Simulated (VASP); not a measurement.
# AlCo3 (Pm-3m) in VASP: further runs, part 2 of 3

VASP 6.6.1.

## (3) Single point, PBEsol, collinear spin, ferromagnetic start

INCAR

```
  PREC = Accurate
  ENCUT = 520
  EDIFF = 1E-6
  ISMEAR = -1
  SIGMA = 0.5
  LREAL = F
  LASPH = T
  NELM = 150
  ALGO = Fast
  ISIF = 2
  LWAVE = F
  LCHARG = F
  ISPIN = 2
  MAGMOM = 0 1.48 1.48 1.48
  LORBIT = 11
  LMAXMIX = 4
  GGA = PS
  NBANDS = 27
```

KPOINTS

```
regular mesh
0
Gamma
  12 12 12
```

POSCAR

```
AlCo3
1.0
    3.5749480000      0.0000000000      0.0000000000
    0.0000000000      3.5749480000      0.0000000000
    0.0000000000      0.0000000000      3.5749480000
Al Co
1 3
Direct
    0.0000000000      0.0000000000      0.0000000000
    0.5000000000      0.5000000000      0.0000000000
    0.5000000000      0.0000000000      0.5000000000
    0.0000000000      0.5000000000      0.5000000000
```

Potentials or basis: VASP PAW PBE potentials, release 64 (Al, Co).

Started as:

```
cat potpaw_PBE.64/Al/POTCAR potpaw_PBE.64/Co/POTCAR > POTCAR
mpirun -np 1 vasp_std > vasp.out
```

OUTCAR:

```text
PREC = Accurate
   ENCUT = 520
   EDIFF = 1E-6
   ISMEAR = -1
   LREAL = F
   LASPH = T
   NELM = 150
   ISIF = 2
   ISPIN = 2
   LORBIT = 11
   GGA = PS

 ion  position               nearest neighbor table
   1  0.000  0.000  0.000-   2 2.53   3 2.53   4 2.53   3 2.53   4 2.53   2 2.53   4 2.53   4 2.53
                             2 2.53   3 2.53   3 2.53   2 2.53
   2  0.500  0.500  0.000-   1 2.53   3 2.53   4 2.53   3 2.53   4 2.53   1 2.53   3 2.53   3 2.53
                             1 2.53   4 2.53   4 2.53   1 2.53
   3  0.500  0.000  0.500-   1 2.53   2 2.53   4 2.53   1 2.53   2 2.53   2 2.53   4 2.53   2 2.53
                             1 2.53   4 2.53   1 2.53   4 2.53
   4  0.000  0.500  0.500-   1 2.53   2 2.53   3 2.53   1 2.53   2 2.53   1 2.53   3 2.53   1 2.53
                             2 2.53   3 2.53   2 2.53   3 2.53

  LATTYP: Found a simple cubic cell.
 ALAT       =     3.5749480000

  Lattice vectors:

 A1 = (   3.5749480000,   0.0000000000,   0.0000000000)
 A2 = (   0.0000000000,   3.5749480000,   0.0000000000)
 A3 = (   0.0000000000,   0.0000000000,   3.5749480000)

Analysis of symmetry for initial positions (statically):
=====================================================================
 Subroutine PRICEL returns:
 Original cell was already a primitive cell.

 Routine SETGRP: Setting up the symmetry group for a
 simple cubic supercell.

 Subroutine GETGRP returns: Found 48 space group operations
 (whereof 48 operations were pure point group operations)
 out of a pool of 48 trial point group operations.

The static configuration has the point symmetry O_h .

Analysis of symmetry for dynamics (positions and initial velocities):
=====================================================================
 Subroutine PRICEL returns:
 Original cell was already a primitive cell.

 Routine SETGRP: Setting up the symmetry group for a
 simple cubic supercell.

 Subroutine GETGRP returns: Found 48 space group operations
 (whereof 48 operations were pure point group operations)
 out of a pool of 48 trial point group operations.

The dynamic configuration has the point symmetry O_h .

Analysis of structural, dynamic, and magnetic symmetry:
=====================================================================
 Subroutine PRICEL returns:
 Original cell was already a primitive cell.

 Routine SETGRP: Setting up the symmetry group for a
 simple cubic supercell.

 Subroutine GETGRP returns: Found 48 space group operations
 (whereof 48 operations were pure point group operations)
 out of a pool of 48 trial point group operations.

The overall configuration has the point symmetry O_h .

 Subroutine INISYM returns: Found 48 space group operations
 (whereof 48 operations are pure point group operations),
 and found     1 'primitive' translations

----------------------------------------------------------------------------------------

                                     Primitive cell

  volume of cell :      45.6887

  direct lattice vectors                    reciprocal lattice vectors
     3.574948000  0.000000000  0.000000000     0.279724348  0.000000000  0.000000000
     0.000000000  3.574948000  0.000000000     0.000000000  0.279724348  0.000000000
     0.000000000  0.000000000  3.574948000     0.000000000  0.000000000  0.279724348

[... 88 lines left out ...]
   LREAL  =      F    real-space projection
   EDIFFG = 0.1E-04   stopping-criterion for IOM
   NSW    =      0    number of steps for IOM
   IBRION =     -1    ionic relax: 0-MD 1-quasi-New 2-CG
   NFREE  =      0    steps in history (QN), initial steepest desc. (CG)
   ISIF   =      2    stress and relaxation
   ISYM   =      2    0-nonsym 1-usesym 2-fastsym
   POTIM  = 0.5000    time-step for ionic-motion
   TEBEG  =    0.0;   TEEND  =   0.0 temperature during run
   PSTRESS=    0.0 pullay stress
   NELECT =      30.0000    total number of electrons
   NUPDOWN=      -1.0000    fix difference up-down
   EMIN   =  10.00;   EMAX   =-10.00  energy-range for DOS
   EFERMI =   0.00;   METHOD = LEGACY
   ISMEAR =    -1;   SIGMA  =   0.50  broadening in eV -4-tet -1-fermi 0-gaus
   EFERMI_NEDOS =   21; number of points for ismear=-14 and -15
   IALGO  =     68    algorithm
   IMIX   =      4    mixing-type and parameters
     AMIX     =   0.40;   BMIX     =  1.00
     AMIX_MAG =   1.60;   BMIX_MAG =  1.00
  volume/ion in A,a.u.               =      11.42        77.08
  Fermi-wavevector in a.u.,A,eV,Ry     =   1.422915  2.688919 27.547527  2.024686
  Thomas-Fermi vector in A             =   2.543568
   LORBIT       =     11    0 simple, 1 ext, 2 COOP (PROOUT), +10 PAW based schemes
   GGA     = PS    functional components
   LHFCALC =     F    Hartree Fock is set to
   AEXX    =    0.0000 exact exchange contribution
   IVDW    =     0    specifies the selected vdW correction
   LEPSILON=     F    determine dielectric tensor
   LRPA    =     F    only Hartree local field effects (RPA)
 spin polarized calculation
 RMM-DIIS sequential band-by-band and
  energy-cutoff  :      520.00
  volume of cell :       45.69
 maximum number of plane-waves:      1253
 NGX is ok and might be reduce to    28
   NGX = 13   NGY = 13   NGZ = 13

 number of electron      30.0000034 magnetization      -0.0004480

 number of electron      30.0000034 magnetization       0.0003261

 Free energy of the ion-electron system (eV)
  ---------------------------------------------------
  ext. energy  EPLUGINS =         0.00000000
  ---------------------------------------------------
  free energy    TOTEN  =       -30.33011201 eV

  energy without entropy =      -25.99028669  energy(sigma->0) =      -28.16019935

 E-fermi :   9.9345     XC(G=0): -12.8702

 val. band max:        9.9339668664   @ k =   0.2500   0.0833   0.0833
 cond. band min:       9.9357671949   @ k =   0.4167   0.3333   0.3333
 fundamental gap:      0.0018003285
 Fermi energy:         9.9344885490

 spin component 1

 k-point     1 :       0.0000    0.0000    0.0000
  band No.  band energies     occupation
      1      -0.0436      1.00000
      2       5.4419      0.99987
      3       6.2955      0.99931
      4       6.2955      0.99931
      5       6.7165      0.99840
      6       6.7165      0.99840
[... 709 lines left out ...]
     26      22.9911      0.00000
     27      23.1858      0.00000

 [... further k-points ...]

 spin component 2

 k-point     1 :       0.0000    0.0000    0.0000
  band No.  band energies     occupation
      1      -0.0436      1.00000
      2       5.4419      0.99987
      3       6.2956      0.99931
      4       6.2956      0.99931
      5       6.7165      0.99840
      6       6.7165      0.99840
[... 709 lines left out ...]
     26      22.9904      0.00000
     27      23.1861      0.00000

 [... further k-points ...]

------------------------ aborting loop because EDIFF is reached ----------------------------------------

  FORCE on cell =-STRESS in cart. coord.  units (eV):
  Direction    XX          YY          ZZ          XY          YZ          ZX
  --------------------------------------------------------------------------------------
  -------------------------------------------------------------------------------------
  Total       -1.3919921     -1.3919921     -1.3919921     -0.0000000      0.0000000     -0.0000000
  in kB      -48.8132986    -48.8132986    -48.8132986     -0.0000000      0.0000000     -0.0000000
  external PRESSURE =     -48.8132986 kB  Pullay stress =       0.0000000 kB

 VOLUME and BASIS-vectors are now :
 -----------------------------------------------------------------------------
  energy-cutoff  :      520.00
  volume of cell :       45.69
      direct lattice vectors                 reciprocal lattice vectors
     3.574948000  0.000000000  0.000000000     0.279724348  0.000000000  0.000000000
     0.000000000  3.574948000  0.000000000     0.000000000  0.279724348  0.000000000
     0.000000000  0.000000000  3.574948000     0.000000000  0.000000000  0.279724348

 POSITION                                       TOTAL-FORCE (eV/Angst)
 -----------------------------------------------------------------------------------
      0.00000      0.00000      0.00000         0.000000      0.000000      0.000000
      1.78747      1.78747      0.00000         0.000000      0.000000      0.000000
      1.78747      0.00000      1.78747         0.000000      0.000000      0.000000
      0.00000      1.78747      1.78747         0.000000      0.000000      0.000000
 -----------------------------------------------------------------------------------
    total drift:                                0.000000      0.000000      0.000000

  FREE ENERGIE OF THE ION-ELECTRON SYSTEM (eV)
  ---------------------------------------------------
  free  energy   TOTEN  =       -30.3301120117 eV

  energy  without entropy=      -25.9902866931  energy(sigma->0) =      -28.16019935

 total charge

# of ion       s       p       d       tot
------------------------------------------
    1        0.407   0.415   0.000   0.822
    2        0.472   0.512   7.316   8.299
    3        0.472   0.512   7.316   8.299
    4        0.472   0.512   7.316   8.299
--------------------------------------------------
tot          1.822   1.950  21.948  25.720

 magnetization (x)

# of ion       s       p       d       tot
------------------------------------------
    1       -0.000  -0.000   0.000  -0.000
    2       -0.000  -0.000   0.000   0.000
    3       -0.000  -0.000   0.000   0.000
    4       -0.000  -0.000   0.000   0.000
--------------------------------------------------
tot         -0.000  -0.000   0.000   0.000
```

OSZICAR:

```text
N       E                     dE             d eps       ncg     rms          rms(c)
DAV:   1     0.174405055635E+03    0.17441E+03   -0.12259E+04  9168   0.132E+03
DAV:   2    -0.249147611998E+02   -0.19932E+03   -0.18424E+03  9102   0.274E+02
DAV:   3    -0.350644925587E+02   -0.10150E+02   -0.96018E+01 10111   0.809E+01
DAV:   4    -0.352541903975E+02   -0.18970E+00   -0.18941E+00 10837   0.102E+01
DAV:   5    -0.352619932199E+02   -0.78028E-02   -0.78022E-02 11695   0.179E+00    0.210E+01
RMM:   6    -0.346712481521E+02    0.59075E+00   -0.37350E+01 10154   0.615E+01    0.182E+01
RMM:   7    -0.303900732943E+02    0.42812E+01   -0.94257E+00  9492   0.321E+01    0.397E+00
RMM:   8    -0.303222592654E+02    0.67814E-01   -0.67989E-02 10361   0.183E+00    0.139E+00
RMM:   9    -0.303179569567E+02    0.43023E-02   -0.21360E-02 10958   0.915E-01    0.959E-01
RMM:  10    -0.303218855521E+02   -0.39286E-02   -0.93112E-03 11080   0.602E-01    0.555E-01
RMM:  11    -0.303268791154E+02   -0.49936E-02   -0.78989E-03 11456   0.565E-01    0.300E-01
RMM:  12    -0.303291369147E+02   -0.22578E-02   -0.43956E-03 10272   0.471E-01    0.200E-01
RMM:  13    -0.303298043975E+02   -0.66748E-03   -0.11840E-03 11051   0.219E-01    0.119E-01
RMM:  14    -0.303300413000E+02   -0.23690E-03   -0.60244E-04 10780   0.161E-01    0.622E-02
RMM:  15    -0.303300961564E+02   -0.54856E-04   -0.20892E-04 11897   0.710E-02    0.304E-02
RMM:  16    -0.303301089859E+02   -0.12829E-04   -0.63172E-05 12678   0.381E-02    0.118E-02
RMM:  17    -0.303301116382E+02   -0.26523E-05   -0.12519E-05 11127   0.209E-02    0.346E-03
RMM:  18    -0.303301120117E+02   -0.37358E-06   -0.20550E-06  6300   0.765E-03
   1 F= -.30330112E+02 E0= -.28160199E+02  d E =-.433983E+01  mag=    -0.0005
```

stdout:

```text
POSCAR found type information on POSCAR AlCo
 POSCAR found :  2 types and       4 ions
 scaLAPACK will be used
 -----------------------------------------------------------------------------
|                                                                             |
|                                                                             |
|     You enforced a specific xc type in the INCAR file but a different       |
|     I HOPE YOU KNOW WHAT YOU ARE DOING!                                     |
|                                                                             |
 -----------------------------------------------------------------------------

 LDA part: xc-table for (Slater+PW92), standard interpolation
 POSCAR, INCAR and KPOINTS ok, starting setup
 FFT: planning ... GRIDC
 FFT: planning ... GRID_SOFT
 FFT: planning ... GRID
 WAVECAR not read
 entering main loop
```

Wall time 3.4 min (1 thread of Intel Xeon 6975P-C, shared host); peak memory 0.28 GiB.

Results:

* Free energy: -30.3301 eV
* Pressure: -4.9 GPa
* Band gap on the k mesh: zero (filled and empty bands overlap)
* Net moment: 0.00 μB per cell
* Valence electrons inside the program's atomic spheres: Al 0.82; Co 8.30

Levels at points of the mesh, in eV from the Fermi level:
Spin up:
```
           k point  band 14  band 15  band 16  band 17  band 18  band 19
(0.00, 0.00, 0.00)     0.47     0.47     0.47     0.78     0.78     0.78
(0.50, 0.00, 0.00)    -0.87    -0.71    -0.16     0.47     5.65     5.65
(0.50, 0.50, 0.00)    -1.00    -0.61    -0.57    -0.30     1.34     1.34
(0.50, 0.50, 0.50)    -0.74    -0.74    -0.28     0.25     0.25     0.25
```
Spin down:
```
           k point  band 14  band 15  band 16  band 17  band 18  band 19
(0.00, 0.00, 0.00)     0.47     0.47     0.47     0.78     0.78     0.78
(0.50, 0.00, 0.00)    -0.87    -0.71    -0.16     0.47     5.65     5.65
(0.50, 0.50, 0.00)    -1.00    -0.61    -0.57    -0.30     1.34     1.34
(0.50, 0.50, 0.50)    -0.74    -0.74    -0.28     0.25     0.25     0.25
```

Caveat: the PAW data sets were made with another functional, which shifts forces and pressure a little.

[end of part 2 of 3]
